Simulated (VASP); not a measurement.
Here is a VASP 6.6.1 calculation.

File POSCAR:

```
GaN
1.0
    3.1831493765      0.0000000000      0.0000000000
   -1.5915746883      2.7566882241      0.0000000000
    0.0000000000      0.0000000000      5.1836252600
Ga N
2 2
Direct
    0.3333333333      0.6666666667     -0.0008868102
    0.6666666667      0.3333333333      0.4991131898
    0.3333333333      0.6666666667      0.3758868102
    0.6666666667      0.3333333333      0.8758868102
```

INCAR.step1

```
SYSTEM = GaN
PREC = Accurate
ENCUT = 520
EDIFF = 1E-5
ISMEAR = 0
SIGMA = 0.01
LREAL = .FALSE.
LASPH = .TRUE.
NELM = 60
ALGO = Normal
ISIF = 2
LWAVE = .TRUE.
LCHARG = .FALSE.
NBANDS = 26
GGA = PE
```

INCAR.step2

```
SYSTEM = GaN
PREC = Accurate
ENCUT = 520
EDIFF = 1E-6
ISMEAR = 0
SIGMA = 0.01
LREAL = .FALSE.
LASPH = .TRUE.
NELM = 60
ALGO = Normal
ISIF = 2
LWAVE = .FALSE.
LCHARG = .FALSE.
GGA = PE
LHFCALC = .TRUE.
AEXX = 0.35
HFSCREEN = 0.2078
PRECFOCK = Normal
NBANDS = 26
ISTART = 1
```

KPOINTS

```
regular mesh
0
G
  6 6 2
  0 0 0
```

Potentials or basis: VASP PAW PBE potentials, release 64 (Ga_d, N).

Launch:

```bash
$ cat potpaw_PBE.64/Ga_d/POTCAR potpaw_PBE.64/N/POTCAR > POTCAR
$ cp INCAR.step1 INCAR
$ mpirun -np 1 vasp_std > vasp.out
$ cp INCAR.step2 INCAR
$ mpirun -np 1 vasp_std > vasp.out
```

(1) Predict the pressure.

(2) What does it give for the largest force?

(3) What does it give for the band gap on the k mesh?

Answers

(1) -2.6 GPa.

(2) 0.020 eV/Å.

(3) 3.77 eV.

Caveat: the k points lie up to 0.61 Å⁻¹ apart; the PAW data sets were made with another functional, which shifts forces and pressure a little.
